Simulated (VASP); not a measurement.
# MgO (R-3m) in VASP: settings compared

The runs below take MgO through single point, with PBE, r2SCAN.

All numbers are computed with VASP 6.6.1; they aren't measurements. Logs are shortened: lines on timing, memory, paths and dates and some standing lists are left out, and cuts for length are marked.

**1. The cell of the first run**

It takes space group R-3m (No. 166, trigonal). The conventional cell has a = 3.062 Å, b = 3.062 Å, c = 7.210 Å, α = 90.00°, β = 90.00°, γ = 120.00°. Mg (site symmetry -3m) has 6 O at 2.14 Å within 2.8 Å. Within 2.8 Å of O (site symmetry -3m) lie 6 Mg at 2.14 Å.

**2. Single point, PBE (epitaxial 111 strain +3.0%)**

INCAR reads:

```
SYSTEM = MgO
PREC     = Accurate       ! precision mode
ENCUT    = 520            ! plane-wave cutoff, eV
EDIFF    = 1E-6           ! SCF threshold, eV
ISMEAR   = -1             ! smearing method
SIGMA    = 0.02           ! smearing width, eV
LREAL    = .FALSE.        ! projectors in reciprocal space
LASPH    = .TRUE.         ! aspherical terms in the spheres
NELM     = 80             ! most SCF steps
ALGO     = Normal         ! electronic algorithm
ISIF     = 2              ! what is computed and relaxed
LWAVE    = .FALSE.        ! write WAVECAR
LCHARG   = .FALSE.        ! write CHGCAR
GGA      = PE             ! functional
NBANDS   = 11             ! bands
```

KPOINTS reads:

```
regular mesh
0
G
  10 10 10
  0 0 0
```

POSCAR reads:

```
MgO
1.0
   -0.0559818621      2.1092505758      2.1092505758
    2.1092505758     -0.0559818621      2.1092505758
    2.1092505758      2.1092505758     -0.0559818621
Mg O
1 1
Direct
    0.0000000000      0.0000000000      0.0000000000
    0.5000000000      0.5000000000      0.5000000000
```

Potentials or basis: VASP PAW PBE potentials, release 64 (Mg, O).

On the command line:

```bash
cat potpaw_PBE.64/Mg/POTCAR potpaw_PBE.64/O/POTCAR > POTCAR
mpirun -np 1 vasp_std > vasp.out
```

OUTCAR:

```text
SYSTEM = MgO
   PREC = Accurate
   ENCUT = 520
   EDIFF = 1E-6
   ISMEAR = -1
   LREAL = .FALSE.
   LASPH = .TRUE.
   NELM = 80
   ISIF = 2
   GGA = PE

 ion  position               nearest neighbor table
   1  0.000  0.000  0.000-   2 2.14   2 2.14   2 2.14   2 2.14   2 2.14   2 2.14
   2  0.500  0.500  0.500-   1 2.14   1 2.14   1 2.14   1 2.14   1 2.14   1 2.14

  LATTYP: Found a trigonal (rhomboedric) cell.
 ALAT       =     2.9834560416
 COS(alpha) =     0.4732921842

  Lattice vectors:

 A1 = (  -0.0559818621,   2.1092505758,   2.1092505758)
 A2 = (   2.1092505758,  -0.0559818621,   2.1092505758)
 A3 = (   2.1092505758,   2.1092505758,  -0.0559818621)

Analysis of symmetry for initial positions (statically):
=====================================================================
 Subroutine PRICEL returns:
 Original cell was already a primitive cell.

 Routine SETGRP: Setting up the symmetry group for a
 trigonal (rhombohedral) supercell.

 Subroutine GETGRP returns: Found 12 space group operations
 (whereof 12 operations were pure point group operations)
 out of a pool of 12 trial point group operations.

The static configuration has the point symmetry D_3d.

Analysis of symmetry for dynamics (positions and initial velocities):
=====================================================================
 Subroutine PRICEL returns:
 Original cell was already a primitive cell.

 Routine SETGRP: Setting up the symmetry group for a
 trigonal (rhombohedral) supercell.

 Subroutine GETGRP returns: Found 12 space group operations
 (whereof 12 operations were pure point group operations)
 out of a pool of 12 trial point group operations.

The dynamic configuration has the point symmetry D_3d.

 Subroutine INISYM returns: Found 12 space group operations
 (whereof 12 operations are pure point group operations),
 and found     1 'primitive' translations

----------------------------------------------------------------------------------------

                                     Primitive cell

  volume of cell :      19.5149

  direct lattice vectors                    reciprocal lattice vectors
    -0.055981862  2.109250576  2.109250576    -0.227816411  0.234027769  0.234027769
     2.109250576 -0.055981862  2.109250576     0.234027769 -0.227816411  0.234027769
     2.109250576  2.109250576 -0.055981862     0.234027769  0.234027769 -0.227816411

  length of vectors
     2.983456042  2.983456042  2.983456042     0.401793866  0.401793866  0.401793866

  position of ions in fractional coordinates (direct lattice)
     0.000000000  0.000000000  0.000000000
     0.500000000  0.500000000  0.500000000

  ion indices of the primitive-cell ions
   primitive index   ion index
                 1           1
                 2           2

----------------------------------------------------------------------------------------

 KPOINTS: regular mesh

Automatic generation of k-mesh.
 Grid dimensions read from file:
 generate k-points for:   10   10   10

 Generating k-lattice:

  Cartesian coordinates                     Fractional coordinates (reciprocal lattice)
    -0.022781641  0.023402777  0.023402777     0.100000000  0.000000000  0.000000000
     0.023402777 -0.022781641  0.023402777     0.000000000  0.100000000  0.000000000
     0.023402777  0.023402777 -0.022781641     0.000000000  0.000000000  0.100000000

  Length of vectors
     0.040179387  0.040179387  0.040179387

  Shift w.r.t. Gamma in fractional coordinates (k-lattice)
     0.000000000  0.000000000  0.000000000

 Subroutine IBZKPT returns following result:
 ===========================================

 Found    116 irreducible k-points:

 Following reciprocal coordinates:
            Coordinates               Weight
  0.000000  0.000000  0.000000      1.000000
  0.100000  0.000000 -0.000000      6.000000
  0.200000  0.000000 -0.000000      6.000000
  0.300000 -0.000000 -0.000000      6.000000
  0.400000 -0.000000 -0.000000      6.000000
  0.500000 -0.000000 -0.000000      3.000000
[... 16 lines left out ...]
  0.300000  0.300000 -0.000000      6.000000
  0.400000  0.300000 -0.000000     12.000000
 [... further k-points ...]
   k-points           NKPTS =    116   k-points in BZ     NKDIM =    116   number of bands    NBANDS=     11
   number of dos      NEDOS =    301   number of ions     NIONS =      2
   total plane-waves  NPLWV =  13824
   dimension x,y,z NGX =    24 NGY =   24 NGZ =   24
   dimension x,y,z NGXF=    48 NGYF=   48 NGZF=   48
   ions per type =               1   1
   NGX,Y,Z   is equivalent  to a cutoff of  13.37, 13.37, 13.37 a.u.
   NGXF,Y,Z  is equivalent  to a cutoff of  26.75, 26.75, 26.75 a.u.
 SYSTEM =  MgO
   PREC   = accura    normal or accurate (medium, high low for compatibility)
   ISTART =      0    job   : 0-new  1-cont  2-samecut
   ICHARG =      2    charge: 1-file 2-atom 10-const
   ISPIN  =      1    spin polarized calculation?
   LNONCOLLINEAR =      F non collinear calculations
   LSORBIT =      F    spin-orbit coupling
   LASPH  =      T    aspherical Exc in radial PAW
   ENCUT  =  520.0 eV  38.22 Ry    6.18 a.u.   5.55  5.55  5.55*2*pi/ulx,y,z
   NELM   =     80;   NELMIN=  2; NELMDL= -5     # of ELM steps
   EDIFF  = 0.1E-05   stopping-criterion for ELM
   LREAL  =      F    real-space projection
   EDIFFG = 0.1E-04   stopping-criterion for IOM
   NSW    =      0    number of steps for IOM
   IBRION =     -1    ionic relax: 0-MD 1-quasi-New 2-CG
   NFREE  =      0    steps in history (QN), initial steepest desc. (CG)
   ISIF   =      2    stress and relaxation
   ISYM   =      2    0-nonsym 1-usesym 2-fastsym
   POTIM  = 0.5000    time-step for ionic-motion
   TEBEG  =    0.0;   TEEND  =   0.0 temperature during run
   PSTRESS=    0.0 pullay stress
   NELECT =       8.0000    total number of electrons
   NUPDOWN=      -1.0000    fix difference up-down
   EMIN   =  10.00;   EMAX   =-10.00  energy-range for DOS
   EFERMI =   0.00;   METHOD = LEGACY
   ISMEAR =    -1;   SIGMA  =   0.02  broadening in eV -4-tet -1-fermi 0-gaus
   EFERMI_NEDOS =   21; number of points for ismear=-14 and -15
   IALGO  =     38    algorithm
   IMIX   =      4    mixing-type and parameters
     AMIX     =   0.40;   BMIX     =  1.00
     AMIX_MAG =   1.60;   BMIX_MAG =  1.00
  volume/ion in A,a.u.               =       9.76        65.85
  Fermi-wavevector in a.u.,A,eV,Ry     =   1.216139  2.298169 20.122921  1.478993
  Thomas-Fermi vector in A             =   2.351502
   LORBIT       =      0    0 simple, 1 ext, 2 COOP (PROOUT), +10 PAW based schemes
   GGA     = PE    functional components
   LHFCALC =     F    Hartree Fock is set to
   AEXX    =    0.0000 exact exchange contribution
   IVDW    =     0    specifies the selected vdW correction
   LEPSILON=     F    determine dielectric tensor
   LRPA    =     F    only Hartree local field effects (RPA)
 non-spin polarized calculation
  energy-cutoff  :      520.00
  volume of cell :       19.51
 maximum number of plane-waves:       540
 NGX is ok and might be reduce to    24
   NGX = 11   NGY = 11   NGZ = 11

 number of electron       8.0000000 magnetization

 Free energy of the ion-electron system (eV)
  ---------------------------------------------------
  ext. energy  EPLUGINS =         0.00000000
  ---------------------------------------------------
  free energy    TOTEN  =       -11.89193668 eV

  energy without entropy =      -11.89193668  energy(sigma->0) =      -11.89193668

 E-fermi :   3.5053     XC(G=0): -10.8749

 val. band max:        3.0552310763   @ k =   0.0000   0.0000   0.0000
 cond. band min:       7.1630611890   @ k =   0.0000   0.0000   0.0000
 fundamental gap:      4.1078301127
 Fermi energy:         3.5053235820

 k-point     1 :       0.0000    0.0000    0.0000
  band No.  band energies     occupation
      1     -14.1731      2.00000
      2       2.7840      2.00000
      3       2.7840      2.00000
      4       3.0552      2.00000
      5       7.1631      0.00000
      6      18.0506      0.00000
      7      18.0506      0.00000
      8      19.2215      0.00000
      9      22.1816      0.00000
     10      23.9720      0.00000
     11      23.9720      0.00000

 k-point     2 :       0.1000    0.0000   -0.0000
  band No.  band energies     occupation
      1     -14.0775      2.00000
      2       2.1658      2.00000
      3       2.7268      2.00000
      4       2.9686      2.00000
      5       7.7947      0.00000
      6      16.9912      0.00000
      7      18.2882      0.00000
      8      19.3243      0.00000
      9      23.0865      0.00000
     10      23.2461      0.00000
     11      23.8424      0.00000

 k-point     3 :       0.2000    0.0000   -0.0000
  band No.  band energies     occupation
      1     -13.8154      2.00000
      2       0.8941      2.00000
      3       2.5816      2.00000
      4       2.8057      2.00000
      5       8.9995      0.00000
      6      15.5485      0.00000
      7      18.8008      0.00000
      8      19.6529      0.00000
      9      22.2277      0.00000
     10      22.7859      0.00000
     11      24.5324      0.00000

 k-point     4 :       0.3000   -0.0000   -0.0000
  band No.  band energies     occupation
      1     -13.4635      2.00000
      2      -0.3629      2.00000
      3       2.4104      2.00000
      4       2.6194      2.00000
      5      10.0036      0.00000
      6      14.7836      0.00000
      7      18.9876      0.00000
      8      19.5951      0.00000
      9      22.4665      0.00000
     10      23.3605      0.00000
     11      23.9686      0.00000
[... 239 lines left out ...]
 k-point    22 :      -0.2000    0.2000    0.0000
  band No.  band energies     occupation
      1     -13.3642      2.00000
      2      -0.1377      2.00000
      3       1.5640      2.00000
      4       2.5650      2.00000
      5      10.8897      0.00000
      6      14.5161      0.00000
      7      17.5413      0.00000
      8      20.4357      0.00000
      9      21.3188      0.00000
     10      23.5691      0.00000
     11      27.1511      0.00000

 k-point    23 :       0.3000    0.3000   -0.0000
  band No.  band energies     occupation
      1     -13.2568      2.00000
      2      -0.1644      2.00000
      3       1.8457      2.00000
      4       2.1183      2.00000
      5      11.2368      0.00000
      6      13.2238      0.00000
      7      16.8268      0.00000
      8      19.9857      0.00000
      9      20.5943      0.00000
     10      26.5270      0.00000
     11      29.2873      0.00000

 k-point    24 :       0.4000    0.3000   -0.0000
  band No.  band energies     occupation
      1     -13.0323      2.00000
      2      -0.5736      2.00000
      3       1.5147      2.00000
      4       1.9843      2.00000
      5      12.0399      0.00000
      6      12.8500      0.00000
      7      16.0215      0.00000
      8      20.3917      0.00000
      9      20.7882      0.00000
     10      27.2590      0.00000
     11      28.8791      0.00000

 [... further k-points ...]
[... 5 lines left out ...]
  --------------------------------------------------------------------------------------
  -------------------------------------------------------------------------------------
  Total       -0.3369045     -0.3369045     -0.3369045      0.4236925      0.4236925      0.4236925
  in kB      -27.6599974    -27.6599974    -27.6599974     34.7853236     34.7853236     34.7853236
  external PRESSURE =     -27.6599974 kB  Pullay stress =       0.0000000 kB

 VOLUME and BASIS-vectors are now :
 -----------------------------------------------------------------------------
  energy-cutoff  :      520.00
  volume of cell :       19.51
      direct lattice vectors                 reciprocal lattice vectors
    -0.055981862  2.109250576  2.109250576    -0.227816411  0.234027769  0.234027769
     2.109250576 -0.055981862  2.109250576     0.234027769 -0.227816411  0.234027769
     2.109250576  2.109250576 -0.055981862     0.234027769  0.234027769 -0.227816411

 POSITION                                       TOTAL-FORCE (eV/Angst)
 -----------------------------------------------------------------------------------
      0.00000      0.00000      0.00000         0.000000      0.000000     -0.000000
      2.08126      2.08126      2.08126        -0.000000     -0.000000      0.000000
 -----------------------------------------------------------------------------------
    total drift:                               -0.000000     -0.000000      0.000000

  FREE ENERGIE OF THE ION-ELECTRON SYSTEM (eV)
  ---------------------------------------------------
  free  energy   TOTEN  =       -11.8919366832 eV

  energy  without entropy=      -11.8919366832  energy(sigma->0) =      -11.89193668
```

Run time: 9.1 s. Hardware: 1 thread of Intel Xeon 6975P-C (Granite Rapids), shared host; peak memory 0.15 GiB.

Results:

```
Free energy            : -11.8919 eV
Pressure               : -2.8 GPa
Band gap on the k mesh : 4.11 eV, direct
```

Stress tensor (GPa, compression positive):
```
-2.77  3.48  3.48
 3.48 -2.77  3.48
 3.48  3.48 -2.77
```

Caveat: the cell differs from its parent crystal (epitaxial 111 strain +3.0%).

**3. Single point, PBE (epitaxial 111 strain +4.0%)**

INCAR reads:

```
SYSTEM = MgO
ALGO = Normal
EDIFF = 1E-7
ENCUT = 520
GGA = PE
ISIF = 2
ISMEAR = -1
LASPH = .True.
LCHARG = .False.
LREAL = .False.
LWAVE = .False.
NBANDS = 11
NELM = 80
PREC = Accurate
SIGMA = 0.02
```

KPOINTS reads:

```
k-points
0
Gamma
  10 10 10
  0 0 0
```

POSCAR reads:

```
MgO
1.0
   -0.0747404213      2.1115136908      2.1115136908
    2.1115136908     -0.0747404213      2.1115136908
    2.1115136908      2.1115136908     -0.0747404213
Mg O
1 1
Direct
    0.0000000000      0.0000000000      0.0000000000
    0.5000000000      0.5000000000      0.5000000000
```

Potentials or basis: VASP PAW PBE potentials, release 64 (Mg, O).

On the command line:

```bash
cat potpaw_PBE.64/Mg/POTCAR potpaw_PBE.64/O/POTCAR > POTCAR
mpirun -np 1 vasp_std > vasp.out
```

Run time: 9.9 s. Hardware: 1 thread of Intel Xeon 6975P-C (Granite Rapids), shared host; peak memory 0.15 GiB.

Results (log left out):

* Free energy: -11.8721 eV
* Pressure: -4.9 GPa
* Band gap on the k mesh: 3.89 eV, direct

Stress tensor (GPa, compression positive):
```
-4.89  4.45  4.45
 4.45 -4.89  4.45
 4.45  4.45 -4.89
```

Levels at points of the mesh, in eV from the valence-band top:
```
           k point  band 2  band 3  band 4  band 5  band 6  band 7
(0.00, 0.00, 0.00)   -0.35   -0.35    0.00    3.89   14.73   14.73
(0.50, 0.00, 0.00)   -4.66   -0.87   -0.62    7.37   11.48   15.40
(0.50, 0.50, 0.00)   -4.08   -1.70   -1.29    8.51    9.39   12.19
(0.50, 0.50, 0.50)   -4.41   -1.03   -1.03    6.98   12.25   14.74
```

Caveat: the cell differs from its parent crystal (epitaxial 111 strain +4.0%).

(Part 1 of 2 ends here.)
